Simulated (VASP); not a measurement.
# Ge16H (a cell with a defect) in VASP: notebook

The runs below take Ge16H (a cell with a defect) through single point, with PBE.

Everything below comes from runs of VASP 6.6.1. Logs are shortened: lines on timing, memory, paths and dates and some standing lists are left out, and cuts for length are marked.

## Step 1: The cell of the first run

The cell holds a defect, 17 atoms: a = 8.004 Å, b = 8.004 Å, c = 8.004 Å, α = 60.00°, β = 60.00°, γ = 60.00°.

## Step 2: Single point, PBE

INCAR reads:

```
ALGO = Normal ; EDIFF = 1E-6
ENCUT = 520 ; GGA = PE
ISIF = 2 ; ISMEAR = -1
LASPH = T ; LCHARG = T
LELF = T ; LREAL = Auto
LVHAR = T ; LWAVE = F
NBANDS = 126 ; NELM = 100
PREC = Accurate ; SIGMA = 0.05
```

KPOINTS reads:

```
k-points
0
Gamma
  2 2 2
```

POSCAR reads:

```
Ge16H
1.0
    0.0000000000      5.6600000000      5.6600000000
    5.6600000000      0.0000000000      5.6600000000
    5.6600000000      5.6600000000      0.0000000000
Ge H
16 1
Direct
   -0.0095671378     -0.0099911661      0.0028886926
    0.1620936396      0.1612102473      0.0145318021
    0.0180653710      0.0175176678      0.4438957597
    0.1145583039      0.1140282686      0.6243992933
   -0.0091342756      0.5146466431      0.0034805654
    0.1184540636      0.6176590106      0.1454151943
   -0.0028445230      0.4905653710      0.5204770318
    0.1146024735      0.6457685512      0.6248498233
    0.5156183746     -0.0100000000      0.0035335689
    0.6181272085      0.1180565371      0.1454770318
    0.4910865724     -0.0033303887      0.5205035336
    0.6462720848      0.1141166078      0.6248409894
    0.4950795053      0.4946908127      0.0144787986
    0.6181625442      0.6172614841      0.1451590106
    0.4916166078      0.4911042403      0.5202385159
    0.6203621908      0.6198851590      0.6394434629
    0.2453180212      0.2440636042      0.7633392226
```

Potentials or basis: VASP PAW PBE potentials, release 64 (Ge_d, H).

Started as:

```console
> cat potpaw_PBE.64/Ge_d/POTCAR potpaw_PBE.64/H/POTCAR > POTCAR
> mpirun -np 1 vasp_std > vasp.out
```

OUTCAR:

```text
EDIFF = 1E-6
   ENCUT = 520
   GGA = PE
   ISIF = 2
   ISMEAR = -1
   LASPH = T
   LREAL = Auto
   NELM = 100
   PREC = Accurate

 ion  position               nearest neighbor table
   1  0.990  0.990  0.003-   2 2.43  10 2.44   6 2.44   4 2.47
   2  0.162  0.161  0.015-  17 1.64   5 2.43   9 2.43   1 2.43   3 2.81
   3  0.018  0.018  0.444-   8 2.46  12 2.46   4 2.47   2 2.81
   4  0.115  0.114  0.624-  11 2.47   7 2.47   3 2.47   1 2.47
   5  0.991  0.515  0.003-   2 2.43   6 2.44  14 2.44   8 2.47
   6  0.118  0.618  0.145-   1 2.44   5 2.44   7 2.45  13 2.46
   7  0.997  0.491  0.520-   6 2.45  16 2.46   4 2.47   8 2.47
   8  0.115  0.646  0.625-   3 2.46  15 2.47   7 2.47   5 2.47
   9  0.516  0.990  0.004-   2 2.43  10 2.44  14 2.44  12 2.48
  10  0.618  0.118  0.145-   1 2.44   9 2.44  11 2.45  13 2.46
  11  0.491  0.997  0.521-  10 2.45  16 2.46   4 2.47  12 2.47
  12  0.646  0.114  0.625-   3 2.46  15 2.47  11 2.47   9 2.48
  13  0.495  0.495  0.014-  16 2.45  14 2.46   6 2.46  10 2.46
  14  0.618  0.617  0.145-   5 2.44   9 2.44  15 2.45  13 2.46
  15  0.492  0.491  0.520-  14 2.45  16 2.46  12 2.47   8 2.47
  16  0.620  0.620  0.639-  13 2.45  15 2.46  11 2.46   7 2.46
  17  0.245  0.244  0.763-   2 1.64

  LATTYP: Found a face centered cubic cell.
 ALAT       =    11.3200000000

  Lattice vectors:

 A1 = (   0.0000000000,   5.6600000000,   5.6600000000)
 A2 = (   5.6600000000,   0.0000000000,   5.6600000000)
 A3 = (   5.6600000000,   5.6600000000,   0.0000000000)

Analysis of symmetry for initial positions (statically):
=====================================================================
 Subroutine PRICEL returns:
 Original cell was already a primitive cell.

 Routine SETGRP: Setting up the symmetry group for a
 face centered cubic supercell.

 Subroutine GETGRP returns: Found  1 space group operations
 (whereof  1 operations were pure point group operations)
 out of a pool of 48 trial point group operations.

The static configuration has the point symmetry C_1 .

Analysis of symmetry for dynamics (positions and initial velocities):
=====================================================================
 Subroutine PRICEL returns:
 Original cell was already a primitive cell.

 Routine SETGRP: Setting up the symmetry group for a
 face centered cubic supercell.

 Subroutine GETGRP returns: Found  1 space group operations
 (whereof  1 operations were pure point group operations)
 out of a pool of 48 trial point group operations.

The dynamic configuration has the point symmetry C_1 .

 Subroutine INISYM returns: Found  1 space group operations
 (whereof  1 operations are pure point group operations),
 and found     1 'primitive' translations

----------------------------------------------------------------------------------------

                                     Primitive cell

  volume of cell :     362.6430

  direct lattice vectors                    reciprocal lattice vectors
     0.000000000  5.660000000  5.660000000    -0.088339223  0.088339223  0.088339223
     5.660000000  0.000000000  5.660000000     0.088339223 -0.088339223  0.088339223
     5.660000000  5.660000000  0.000000000     0.088339223  0.088339223 -0.088339223

  length of vectors
     8.004448763  8.004448763  8.004448763     0.153008022  0.153008022  0.153008022

  position of ions in fractional coordinates (direct lattice)
     0.990432862  0.990008834  0.002888693
     0.162093640  0.161210247  0.014531802
     0.018065371  0.017517668  0.443895760
     0.114558304  0.114028269  0.624399293
     0.990865724  0.514646643  0.003480565
     0.118454064  0.617659011  0.145415194
[... 9 lines left out ...]
     0.620362191  0.619885159  0.639443463
     0.245318021  0.244063604  0.763339223

  ion indices of the primitive-cell ions
   primitive index   ion index
                 1           1
                 2           2
                 3           3
                 4           4
                 5           5
                 6           6
[... 9 lines left out ...]
                16          16
                17          17

----------------------------------------------------------------------------------------

 KPOINTS: k-points

Automatic generation of k-mesh.
 Grid dimensions read from file:
 generate k-points for:    2    2    2

 Generating k-lattice:

  Cartesian coordinates                     Fractional coordinates (reciprocal lattice)
    -0.044169611  0.044169611  0.044169611     0.500000000  0.000000000  0.000000000
     0.044169611 -0.044169611  0.044169611     0.000000000  0.500000000  0.000000000
     0.044169611  0.044169611 -0.044169611     0.000000000  0.000000000  0.500000000

  Length of vectors
     0.076504011  0.076504011  0.076504011

  Shift w.r.t. Gamma in fractional coordinates (k-lattice)
     0.000000000  0.000000000  0.000000000

 Subroutine IBZKPT returns following result:
 ===========================================

 Found      8 irreducible k-points:

 Following reciprocal coordinates:
            Coordinates               Weight
  0.000000  0.000000  0.000000      1.000000
  0.500000  0.000000  0.000000      1.000000
  0.000000  0.500000  0.000000      1.000000
  0.000000  0.000000  0.500000      1.000000
  0.500000  0.500000  0.500000      1.000000
  0.500000  0.500000  0.000000      1.000000
  0.000000  0.500000  0.500000      1.000000
  0.500000  0.000000  0.500000      1.000000
   k-points           NKPTS =      8   k-points in BZ     NKDIM =      8   number of bands    NBANDS=    126
   number of dos      NEDOS =    301   number of ions     NIONS =     17
   total plane-waves  NPLWV = 216000
   dimension x,y,z NGX =    60 NGY =   60 NGZ =   60
   dimension x,y,z NGXF=   120 NGYF=  120 NGZF=  120
   ions per type =              16   1
   NGX,Y,Z   is equivalent  to a cutoff of  12.46, 12.46, 12.46 a.u.
   NGXF,Y,Z  is equivalent  to a cutoff of  24.92, 24.92, 24.92 a.u.
 SYSTEM =  unknown system
   PREC   = accura    normal or accurate (medium, high low for compatibility)
   ISTART =      0    job   : 0-new  1-cont  2-samecut
   ICHARG =      2    charge: 1-file 2-atom 10-const
   ISPIN  =      1    spin polarized calculation?
   LNONCOLLINEAR =      F non collinear calculations
   LSORBIT =      F    spin-orbit coupling
   LASPH  =      T    aspherical Exc in radial PAW
   ENCUT  =  520.0 eV  38.22 Ry    6.18 a.u.  14.88 14.88 14.88*2*pi/ulx,y,z
   NELM   =    100;   NELMIN=  2; NELMDL= -5     # of ELM steps
   EDIFF  = 0.1E-05   stopping-criterion for ELM
   LREAL  =      T    real-space projection
   EDIFFG = 0.1E-04   stopping-criterion for IOM
   NSW    =      0    number of steps for IOM
   IBRION =     -1    ionic relax: 0-MD 1-quasi-New 2-CG
   NFREE  =      0    steps in history (QN), initial steepest desc. (CG)
   ISIF   =      2    stress and relaxation
   ISYM   =      2    0-nonsym 1-usesym 2-fastsym
   POTIM  = 0.5000    time-step for ionic-motion
   TEBEG  =    0.0;   TEEND  =   0.0 temperature during run
   PSTRESS=    0.0 pullay stress
   NELECT =     225.0000    total number of electrons
   NUPDOWN=      -1.0000    fix difference up-down
   EMIN   =  10.00;   EMAX   =-10.00  energy-range for DOS
   EFERMI =   0.00;   METHOD = LEGACY
   ISMEAR =    -1;   SIGMA  =   0.05  broadening in eV -4-tet -1-fermi 0-gaus
   EFERMI_NEDOS =   21; number of points for ismear=-14 and -15
   IALGO  =     38    algorithm
   IMIX   =      4    mixing-type and parameters
     AMIX     =   0.40;   BMIX     =  1.00
     AMIX_MAG =   1.60;   BMIX_MAG =  1.00
  volume/ion in A,a.u.               =      21.33       143.96
  Fermi-wavevector in a.u.,A,eV,Ry     =   1.396291  2.638607 26.526303  1.949628
  Thomas-Fermi vector in A             =   2.519659
   LORBIT       =      0    0 simple, 1 ext, 2 COOP (PROOUT), +10 PAW based schemes
   GGA     = PE    functional components
   LHFCALC =     F    Hartree Fock is set to
   AEXX    =    0.0000 exact exchange contribution
   IVDW    =     0    specifies the selected vdW correction
   LEPSILON=     F    determine dielectric tensor
   LRPA    =     F    only Hartree local field effects (RPA)
 non-spin polarized calculation
  energy-cutoff  :      520.00
  volume of cell :      362.64
 maximum number of plane-waves:      9841
 NGX is ok and might be reduce to    60
   NGX = 29   NGY = 29   NGZ = 29

 number of electron     224.9999993 magnetization

 Free energy of the ion-electron system (eV)
  ---------------------------------------------------
  ext. energy  EPLUGINS =         0.00000000
  ---------------------------------------------------
  free energy    TOTEN  =       -72.15027101 eV

  energy without entropy =      -72.11411291  energy(sigma->0) =      -72.13219196

 E-fermi :   4.7665     XC(G=0):  -9.9740

 val. band max:        4.7332127759   @ k =   0.5000   0.0000   0.0000
 cond. band min:       4.9011392243   @ k =   0.0000   0.0000   0.0000
 fundamental gap:      0.1679264484
 Fermi energy:         4.7664738725

 k-point     1 :       0.0000    0.0000    0.0000
  band No.  band energies     occupation
      1     -19.9179      2.00000
      2     -19.9176      2.00000
      3     -19.9082      2.00000
      4     -19.8918      2.00000
      5     -19.8816      2.00000
      6     -19.8812      2.00000
[... 116 lines left out ...]
    123       5.9496      0.00000
    124       7.5438      0.00000

 k-point     2 :       0.5000    0.0000    0.0000
  band No.  band energies     occupation
      1     -19.9278      2.00000
      2     -19.9221      2.00000
      3     -19.9137      2.00000
      4     -19.8992      2.00000
      5     -19.8895      2.00000
      6     -19.8836      2.00000
[... 116 lines left out ...]
    123       8.5067      0.00000
    124       8.7170      0.00000

 k-point     3 :       0.0000    0.5000    0.0000
  band No.  band energies     occupation
      1     -19.9276      2.00000
      2     -19.9221      2.00000
      3     -19.9137      2.00000
      4     -19.8992      2.00000
      5     -19.8894      2.00000
      6     -19.8841      2.00000
[... 116 lines left out ...]
    123       8.5053      0.00000
    124       8.7169      0.00000

 k-point     4 :       0.0000    0.0000    0.5000
  band No.  band energies     occupation
      1     -19.9215      2.00000
      2     -19.9213      2.00000
      3     -19.9187      2.00000
      4     -19.8928      2.00000
      5     -19.8895      2.00000
      6     -19.8890      2.00000
[... 116 lines left out ...]
    123       8.5313      0.00000
    124       8.6283      0.00000

 k-point     5 :       0.5000    0.5000    0.5000
  band No.  band energies     occupation
      1     -19.9278      2.00000
      2     -19.9220      2.00000
      3     -19.9136      2.00000
      4     -19.8991      2.00000
      5     -19.8894      2.00000
      6     -19.8841      2.00000
[... 116 lines left out ...]
    123       8.5023      0.00000
    124       8.7121      0.00000

 k-point     6 :       0.5000    0.5000    0.0000
  band No.  band energies     occupation
      1     -19.9268      2.00000
      2     -19.9244      2.00000
      3     -19.9166      2.00000
      4     -19.9021      2.00000
      5     -19.8898      2.00000
      6     -19.8860      2.00000
[... 116 lines left out ...]
    123       9.1462      0.00000
    124       9.1841      0.00000

 k-point     7 :       0.0000    0.5000    0.5000
  band No.  band energies     occupation
      1     -19.9266      2.00000
      2     -19.9245      2.00000
      3     -19.9166      2.00000
      4     -19.9022      2.00000
      5     -19.8897      2.00000
      6     -19.8862      2.00000
[... 116 lines left out ...]
    123       9.1508      0.00000
    124       9.1815      0.00000

 k-point     8 :       0.5000    0.0000    0.5000
  band No.  band energies     occupation
      1     -19.9267      2.00000
      2     -19.9245      2.00000
      3     -19.9166      2.00000
      4     -19.9024      2.00000
      5     -19.8891      2.00000
      6     -19.8864      2.00000
[... 116 lines left out ...]
    123       9.1503      0.00000
    124       9.1816      0.00000
 [bands above 124 left out]

------------------------ aborting loop because EDIFF is reached ----------------------------------------

  FORCE on cell =-STRESS in cart. coord.  units (eV):
  Direction    XX          YY          ZZ          XY          YZ          ZX
  --------------------------------------------------------------------------------------
  -------------------------------------------------------------------------------------
  Total        8.6397523      8.6382520      8.7189056     -0.1656034      0.0173964      0.0145058
  in kB       38.1709161     38.1642878     38.5206200     -0.7316450      0.0768583      0.0640873
  external PRESSURE =      38.2852746 kB  Pullay stress =       0.0000000 kB

 VOLUME and BASIS-vectors are now :
 -----------------------------------------------------------------------------
  energy-cutoff  :      520.00
  volume of cell :      362.64
      direct lattice vectors                 reciprocal lattice vectors
     0.000000000  5.660000000  5.660000000    -0.088339223  0.088339223  0.088339223
     5.660000000  0.000000000  5.660000000     0.088339223 -0.088339223  0.088339223
     5.660000000  5.660000000  0.000000000     0.088339223  0.088339223 -0.088339223

 POSITION                                       TOTAL-FORCE (eV/Angst)
 -----------------------------------------------------------------------------------
      5.61980      5.62220     11.20930         0.022556      0.024992     -0.009774
      0.99470      0.99970      1.82990        -0.034807     -0.028032     -0.026072
      2.61160      2.61470      0.20140         0.040444      0.038930      0.037462
      4.17950      4.18250      1.29380        -0.049213     -0.049635     -0.011463
      2.93260      5.62800      8.52120         0.042852     -0.011587      0.001102
      4.31900      1.49350      4.16640        -0.011287     -0.008764      0.000426
[... 9 lines left out ...]
      7.12780      7.13050      7.01980        -0.002142     -0.000736     -0.004887
      5.70190      5.70900      2.76990         0.025284      0.021301     -0.004315
 -----------------------------------------------------------------------------------
    total drift:                               -0.001809     -0.001485      0.000890

  FREE ENERGIE OF THE ION-ELECTRON SYSTEM (eV)
  ---------------------------------------------------
  free  energy   TOTEN  =       -72.1502710107 eV

  energy  without entropy=      -72.1141129149  energy(sigma->0) =      -72.13219196
```

Run time: 27 min. Hardware: 1 thread of AMD EPYC 7R13, shared host; peak memory 0.58 GiB.

Results:

```
Free energy   : -72.1503 eV
Pressure      : 3.8 GPa
Largest force : 0.071 eV/Å
```

Forces on the atoms (eV/Å):
```
Ge   0.023  0.025 -0.010
Ge  -0.035 -0.028 -0.026
Ge   0.040  0.039  0.037
Ge  -0.049 -0.050 -0.011
Ge   0.043 -0.012  0.001
Ge  -0.011 -0.009  0.000
Ge   0.015  0.009  0.010
Ge  -0.037 -0.006  0.001
Ge  -0.010  0.037 -0.001
Ge  -0.011 -0.013  0.000
Ge   0.009  0.015  0.008
Ge  -0.006 -0.031  0.002
Ge  -0.002  0.000 -0.008
Ge   0.009  0.004  0.027
Ge   0.000 -0.001 -0.021
Ge  -0.002 -0.001 -0.005
H    0.025  0.021 -0.004
```

Caveat: the k points lie up to 0.48 Å⁻¹ apart.

[end of part 1 of 2]
